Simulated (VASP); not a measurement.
# GePt (Fm-3m) in VASP: further runs

Runs on GePt. Level: PBE. Tasks: single point, relaxation of cell and atoms.

All numbers are computed with VASP 6.6.1; they aren't measurements. Logs are shortened: lines on timing, memory, paths and dates and some standing lists are left out, and cuts for length are marked.

## (1) The cell of the first run

The structure is cubic, space group Fm-3m (No. 225). The conventional cell has a = 5.158 Å, b = 5.158 Å, c = 5.158 Å, α = 90.00°, β = 90.00°, γ = 90.00°. Ge (site symmetry m-3m) has 6 Pt at 2.58 Å within 3.4 Å. Pt (site symmetry m-3m) has 6 Ge at 2.58 Å within 3.4 Å.

The cell was built from a structure type or drawn by symmetry, and may not be a known phase.

## (2) Single point, PBE

Input file INCAR:

```
ALGO     = Normal         # electronic algorithm
EDIFF    = 1E-6           # SCF threshold, eV
ENCUT    = 520            # plane-wave cutoff, eV
GGA      = PE             # functional
ISIF     = 2              # what is computed and relaxed
ISMEAR   = 0              # smearing method
LASPH    = T              # aspherical terms in the spheres
LCHARG   = F              # write CHGCAR
LREAL    = F              # projectors in reciprocal space
LWAVE    = F              # write WAVECAR
NBANDS   = 19             # bands
NELM     = 60             # most SCF steps
PREC     = Accurate       # precision mode
SIGMA    = 0.1            # smearing width, eV
```

Input file KPOINTS:

```
k-points
0
Gamma
  6 6 6
```

Input file POSCAR:

```
GePt
1.0
    0.0000000000      2.5787679100      2.5787679100
    2.5787679100      0.0000000000      2.5787679100
    2.5787679100      2.5787679100      0.0000000000
Ge Pt
1 1
Direct
    0.5000000000      0.5000000000      0.5000000000
    0.0000000000      0.0000000000      0.0000000000
```

Potentials or basis: VASP PAW PBE potentials, release 64 (Ge_d, Pt).

Launch:

```console
$ cat potpaw_PBE.64/Ge_d/POTCAR potpaw_PBE.64/Pt/POTCAR > POTCAR
$ mpirun -np 1 vasp_std > vasp.out
```

OUTCAR:

```text
EDIFF = 1E-6
   ENCUT = 520
   GGA = PE
   ISIF = 2
   ISMEAR = 0
   LASPH = T
   LREAL = F
   NELM = 60
   PREC = Accurate

 ion  position               nearest neighbor table
   1  0.500  0.500  0.500-   2 2.58   2 2.58   2 2.58   2 2.58   2 2.58   2 2.58
   2  0.000  0.000  0.000-   1 2.58   1 2.58   1 2.58   1 2.58   1 2.58   1 2.58

  LATTYP: Found a face centered cubic cell.
 ALAT       =     5.1575358200

  Lattice vectors:

 A1 = (   0.0000000000,   2.5787679100,   2.5787679100)
 A2 = (   2.5787679100,   0.0000000000,   2.5787679100)
 A3 = (   2.5787679100,   2.5787679100,   0.0000000000)

Analysis of symmetry for initial positions (statically):
=====================================================================
 Subroutine PRICEL returns:
 Original cell was already a primitive cell.

 Routine SETGRP: Setting up the symmetry group for a
 face centered cubic supercell.

 Subroutine GETGRP returns: Found 48 space group operations
 (whereof 48 operations were pure point group operations)
 out of a pool of 48 trial point group operations.

The static configuration has the point symmetry O_h .

Analysis of symmetry for dynamics (positions and initial velocities):
=====================================================================
 Subroutine PRICEL returns:
 Original cell was already a primitive cell.

 Routine SETGRP: Setting up the symmetry group for a
 face centered cubic supercell.

 Subroutine GETGRP returns: Found 48 space group operations
 (whereof 48 operations were pure point group operations)
 out of a pool of 48 trial point group operations.

The dynamic configuration has the point symmetry O_h .

 Subroutine INISYM returns: Found 48 space group operations
 (whereof 48 operations are pure point group operations),
 and found     1 'primitive' translations

----------------------------------------------------------------------------------------

                                     Primitive cell

  volume of cell :      34.2978

  direct lattice vectors                    reciprocal lattice vectors
     0.000000000  2.578767910  2.578767910    -0.193891043  0.193891043  0.193891043
     2.578767910  0.000000000  2.578767910     0.193891043 -0.193891043  0.193891043
     2.578767910  2.578767910  0.000000000     0.193891043  0.193891043 -0.193891043

  length of vectors
     3.646928553  3.646928553  3.646928553     0.335829138  0.335829138  0.335829138

  position of ions in fractional coordinates (direct lattice)
     0.500000000  0.500000000  0.500000000
     0.000000000  0.000000000  0.000000000

  ion indices of the primitive-cell ions
   primitive index   ion index
                 1           1
                 2           2

----------------------------------------------------------------------------------------

 KPOINTS: k-points

Automatic generation of k-mesh.
 Grid dimensions read from file:
 generate k-points for:    6    6    6

 Generating k-lattice:

  Cartesian coordinates                     Fractional coordinates (reciprocal lattice)
    -0.032315174  0.032315174  0.032315174     0.166666667  0.000000000  0.000000000
     0.032315174 -0.032315174  0.032315174     0.000000000  0.166666667  0.000000000
     0.032315174  0.032315174 -0.032315174     0.000000000  0.000000000  0.166666667

  Length of vectors
     0.055971523  0.055971523  0.055971523

  Shift w.r.t. Gamma in fractional coordinates (k-lattice)
     0.000000000  0.000000000  0.000000000

 Subroutine IBZKPT returns following result:
 ===========================================

 Found     16 irreducible k-points:

 Following reciprocal coordinates:
            Coordinates               Weight
  0.000000  0.000000  0.000000      1.000000
  0.166667  0.000000  0.000000      8.000000
  0.333333  0.000000  0.000000      8.000000
  0.500000  0.000000  0.000000      4.000000
  0.166667  0.166667  0.000000      6.000000
  0.333333  0.166667  0.000000     24.000000
[... 8 lines left out ...]
 -0.333333  0.333333  0.166667     24.000000
 -0.333333  0.500000  0.166667     12.000000
   k-points           NKPTS =     16   k-points in BZ     NKDIM =     16   number of bands    NBANDS=     19
   number of dos      NEDOS =    301   number of ions     NIONS =      2
   total plane-waves  NPLWV =  21952
   dimension x,y,z NGX =    28 NGY =   28 NGZ =   28
   dimension x,y,z NGXF=    56 NGYF=   56 NGZF=   56
   ions per type =               1   1
   NGX,Y,Z   is equivalent  to a cutoff of  12.76, 12.76, 12.76 a.u.
   NGXF,Y,Z  is equivalent  to a cutoff of  25.53, 25.53, 25.53 a.u.
 SYSTEM =  unknown system
   PREC   = accura    normal or accurate (medium, high low for compatibility)
   ISTART =      0    job   : 0-new  1-cont  2-samecut
   ICHARG =      2    charge: 1-file 2-atom 10-const
   ISPIN  =      1    spin polarized calculation?
   LNONCOLLINEAR =      F non collinear calculations
   LSORBIT =      F    spin-orbit coupling
   LASPH  =      T    aspherical Exc in radial PAW
   ENCUT  =  520.0 eV  38.22 Ry    6.18 a.u.   6.78  6.78  6.78*2*pi/ulx,y,z
   NELM   =     60;   NELMIN=  2; NELMDL= -5     # of ELM steps
   EDIFF  = 0.1E-05   stopping-criterion for ELM
   LREAL  =      F    real-space projection
   EDIFFG = 0.1E-04   stopping-criterion for IOM
   NSW    =      0    number of steps for IOM
   IBRION =     -1    ionic relax: 0-MD 1-quasi-New 2-CG
   NFREE  =      0    steps in history (QN), initial steepest desc. (CG)
   ISIF   =      2    stress and relaxation
   ISYM   =      2    0-nonsym 1-usesym 2-fastsym
   POTIM  = 0.5000    time-step for ionic-motion
   TEBEG  =    0.0;   TEEND  =   0.0 temperature during run
   PSTRESS=    0.0 pullay stress
   NELECT =      24.0000    total number of electrons
   NUPDOWN=      -1.0000    fix difference up-down
   EMIN   =  10.00;   EMAX   =-10.00  energy-range for DOS
   EFERMI =   0.00;   METHOD = LEGACY
   ISMEAR =     0;   SIGMA  =   0.10  broadening in eV -4-tet -1-fermi 0-gaus
   EFERMI_NEDOS =   21; number of points for ismear=-14 and -15
   IALGO  =     38    algorithm
   IMIX   =      4    mixing-type and parameters
     AMIX     =   0.40;   BMIX     =  1.00
     AMIX_MAG =   1.60;   BMIX_MAG =  1.00
  volume/ion in A,a.u.               =      17.15       115.73
  Fermi-wavevector in a.u.,A,eV,Ry     =   1.453415  2.746556 28.741155  2.112415
  Thomas-Fermi vector in A             =   2.570684
   LORBIT       =      0    0 simple, 1 ext, 2 COOP (PROOUT), +10 PAW based schemes
   GGA     = PE    functional components
   LHFCALC =     F    Hartree Fock is set to
   AEXX    =    0.0000 exact exchange contribution
   IVDW    =     0    specifies the selected vdW correction
   LEPSILON=     F    determine dielectric tensor
   LRPA    =     F    only Hartree local field effects (RPA)
 non-spin polarized calculation
 Gauss-broadening in eV      SIGMA  =   0.10
  energy-cutoff  :      520.00
  volume of cell :       34.30
 maximum number of plane-waves:       941
   NGX = 13   NGY = 13   NGZ = 13

 number of electron      23.9999989 magnetization

 Free energy of the ion-electron system (eV)
  ---------------------------------------------------
  ext. energy  EPLUGINS =         0.00000000
  ---------------------------------------------------
  free energy    TOTEN  =       -11.02293176 eV

  energy without entropy =      -11.01692971  energy(sigma->0) =      -11.01993074

 E-fermi :   8.2532     XC(G=0): -12.1189

 val. band max:        8.1640913762   @ k =   0.3333   0.1667   0.0000
 cond. band min:       8.2603997198   @ k =  -0.3333   0.5000   0.1667
 fundamental gap:      0.0963083436
 Fermi energy:         8.2532378169

 k-point     1 :       0.0000    0.0000    0.0000
  band No.  band energies     occupation
      1     -16.3164      2.00000
      2     -16.3164      2.00000
      3     -16.2807      2.00000
      4     -16.2807      2.00000
      5     -16.2807      2.00000
      6      -3.6743      2.00000
[... 11 lines left out ...]
     18      21.6216      0.00000
     19      21.6216      0.00000

 k-point     2 :       0.1667    0.0000    0.0000
  band No.  band energies     occupation
      1     -16.3121      2.00000
      2     -16.3121      2.00000
      3     -16.2792      2.00000
      4     -16.2774      2.00000
      5     -16.2774      2.00000
      6      -3.1752      2.00000
[... 11 lines left out ...]
     18      19.8753      0.00000
     19      20.2000      0.00000

 k-point     3 :       0.3333    0.0000    0.0000
  band No.  band energies     occupation
      1     -16.3041      2.00000
      2     -16.3041      2.00000
      3     -16.2763      2.00000
      4     -16.2702      2.00000
      5     -16.2702      2.00000
      6      -1.7599      2.00000
[... 11 lines left out ...]
     18      20.3142      0.00000
     19      21.7037      0.00000

 k-point     4 :       0.5000    0.0000    0.0000
  band No.  band energies     occupation
      1     -16.3004      2.00000
      2     -16.3004      2.00000
      3     -16.2749      2.00000
      4     -16.2663      2.00000
      5     -16.2663      2.00000
      6      -0.2045      2.00000
[... 11 lines left out ...]
     18      20.5168      0.00000
     19      24.2799      0.00000

 k-point     5 :       0.1667    0.1667    0.0000
  band No.  band energies     occupation
      1     -16.3139      2.00000
      2     -16.3097      2.00000
      3     -16.2829      2.00000
      4     -16.2745      2.00000
      5     -16.2745      2.00000
      6      -3.0314      2.00000
[... 11 lines left out ...]
     18      20.2151      0.00000
     19      20.2152      0.00000
[... 158 lines left out ...]
      2     -16.3065      2.00000
      3     -16.2896      2.00000
      4     -16.2585      2.00000
      5     -16.2585      2.00000
      6      -1.0805      2.00000
[... 11 lines left out ...]
     18      24.7356      0.00000
     19      24.7357      0.00000

 k-point    14 :       0.5000    0.3333    0.1667
  band No.  band energies     occupation
      1     -16.3102      2.00000
      2     -16.3021      2.00000
      3     -16.2797      2.00000
      4     -16.2669      2.00000
      5     -16.2638      2.00000
      6      -1.0704      2.00000
[... 11 lines left out ...]
     18      22.3647      0.00000
     19      22.8938      0.00000

 k-point    15 :      -0.3333    0.3333    0.1667
  band No.  band energies     occupation
      1     -16.3116      2.00000
      2     -16.2997      2.00000
      3     -16.2732      2.00000
      4     -16.2716      2.00000
      5     -16.2611      2.00000
      6      -0.4546      2.00000
[... 11 lines left out ...]
     18      20.5057      0.00000
     19      23.1903      0.00000

 k-point    16 :      -0.3333    0.5000    0.1667
  band No.  band energies     occupation
      1     -16.3160      2.00000
      2     -16.3017      2.00000
      3     -16.2812      2.00000
      4     -16.2657      2.00000
      5     -16.2585      2.00000
      6      -0.6918      2.00000
[... 11 lines left out ...]
     18      20.9664      0.00000
     19      25.3137      0.00000

------------------------ aborting loop because EDIFF is reached ----------------------------------------

  FORCE on cell =-STRESS in cart. coord.  units (eV):
  Direction    XX          YY          ZZ          XY          YZ          ZX
  --------------------------------------------------------------------------------------
  -------------------------------------------------------------------------------------
  Total        0.9085645      0.9085645      0.9085645     -0.0000000      0.0000000      0.0000000
  in kB       42.4423651     42.4423651     42.4423651     -0.0000000      0.0000000      0.0000000
  external PRESSURE =      42.4423651 kB  Pullay stress =       0.0000000 kB

 VOLUME and BASIS-vectors are now :
 -----------------------------------------------------------------------------
  energy-cutoff  :      520.00
  volume of cell :       34.30
      direct lattice vectors                 reciprocal lattice vectors
     0.000000000  2.578767910  2.578767910    -0.193891043  0.193891043  0.193891043
     2.578767910  0.000000000  2.578767910     0.193891043 -0.193891043  0.193891043
     2.578767910  2.578767910  0.000000000     0.193891043  0.193891043 -0.193891043

 POSITION                                       TOTAL-FORCE (eV/Angst)
 -----------------------------------------------------------------------------------
      2.57877      2.57877      2.57877         0.000000      0.000000      0.000000
      0.00000      0.00000      0.00000        -0.000000     -0.000000     -0.000000
 -----------------------------------------------------------------------------------
    total drift:                                0.000000      0.000000      0.000000

  FREE ENERGIE OF THE ION-ELECTRON SYSTEM (eV)
  ---------------------------------------------------
  free  energy   TOTEN  =       -11.0229317577 eV

  energy  without entropy=      -11.0169297130  energy(sigma->0) =      -11.01993074
```

Wall time 21 s (1 thread of AMD EPYC 7R43 (Zen 3), shared host); peak memory 0.12 GiB.

What came out:

```
Free energy            : -11.0229 eV
Pressure               : 4.2 GPa
Band gap on the k mesh : zero (bands 12 and 13 overlap by 3.25 eV)
```

Caveat: the cell stands under pressure; spin-orbit coupling is left out, which moves the levels of the heavy elements.

## (3) Single point, PBE

This run uses another cell than the first one, of 17.67 Å³/atom.

Input file INCAR:

```
  PREC = Accurate
  ENCUT = 520
  EDIFF = 1E-7
  ISMEAR = 0
  SIGMA = 0.1
  LREAL = False
  LASPH = True
  NELM = 60
  ALGO = Normal
  ISIF = 2
  LWAVE = False
  LCHARG = True
  GGA = PE
  LELF = True
  LVHAR = True
  NBANDS = 19
```

Input file KPOINTS:

```
Automatic mesh
0
Gamma
  6 6 6
```

Input file POSCAR:

```
GePt
1.0
    0.0000000000      2.6047567184      2.6047567184
    2.6047567184      0.0000000000      2.6047567184
    2.6047567184      2.6047567184      0.0000000000
Ge Pt
1 1
Direct
    0.5000000000      0.5000000000      0.5000000000
    0.0000000000      0.0000000000      0.0000000000
```

Potentials or basis: VASP PAW PBE potentials, release 64 (Ge_d, Pt).

Launch:

```console
$ cat potpaw_PBE.64/Ge_d/POTCAR potpaw_PBE.64/Pt/POTCAR > POTCAR
$ mpirun -np 1 vasp_std > vasp.out
```

It took 18 s on 1 thread of AMD EPYC 7R43 (Zen 3), shared host; peak memory 0.12 GiB.

The run converged. Its results:

```yaml
Free_energy: -11.0366 eV
Pressure: -0.1 GPa
Band_gap_on_the_k_mesh: zero (bands 12 and 13 overlap by 3.16 eV)
```

Levels at points of the mesh, in eV from the Fermi level:
| k point | band 8 | band 9 | band 10 | band 11 | band 12 | band 13 | band 14 | band 15 | band 16 | band 17 |
| --- | --- | --- | --- | --- | --- | --- | --- | --- | --- | --- |
| (0.00, 0.00, 0.00) | -3.10 | -3.10 | -2.94 | -2.94 | 2.88 | 2.88 | 2.88 | 6.70 | 9.88 | 13.19 |
| (0.50, 0.00, 0.00) | -4.40 | -4.40 | -2.11 | -2.11 | -1.34 | 5.46 | 6.67 | 6.67 | 7.38 | 7.38 |
| (0.50, 0.50, 0.00) | -3.78 | -2.46 | -1.77 | -1.77 | -0.60 | -0.09 | -0.09 | 2.68 | 9.41 | 15.60 |

Caveat: spin-orbit coupling is left out, which moves the levels of the heavy elements.

[end of part 1 of 2]
